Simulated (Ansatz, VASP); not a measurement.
# Bi: VASP beside Ansatz

```
Bi
1.0
    -1.81251    2.10643    1.95947
     1.81251   -2.10643    1.95947
     1.81251    2.10643   -1.95947
Bi
1
Cartesian
  0.0000 0.0000 0.0000
```

Change from the starting cell: strain +e along x and -e along y -0.0750, strain +e along z and -e/2 along x and y +0.0000.

Alike in both runs: task single point; functional PBE; dispersion D3(BJ); k mesh 16 × 16 × 16; occupations gaussian, width 0.15 eV; no spin polarisation.

```csv
,VASP,Ansatz
version,VASP 6.6.1,Ansatz 0.2.0
potentials or method,"VASP PAW PBE potentials, release 64 (Bi_d), cutoff 520 eV","scalar-relativistic, plane waves, PAW"
valence electrons in the cell,15,15
```

|  | VASP | Ansatz | Ansatz less VASP |
| --- | --- | --- | --- |
| gap on the k mesh at the Fermi level (eV) | none | none | - |
| pressure (GPa) | 0.6 | 0.6 | +0.06 |
| traceless stress, the component that is largest in VASP (GPa) | -0.73 | -0.74 | -0.005 |

A gap of «none» marks a metal or a gap that the smearing closes.

Neither program's run includes spin-orbit coupling.
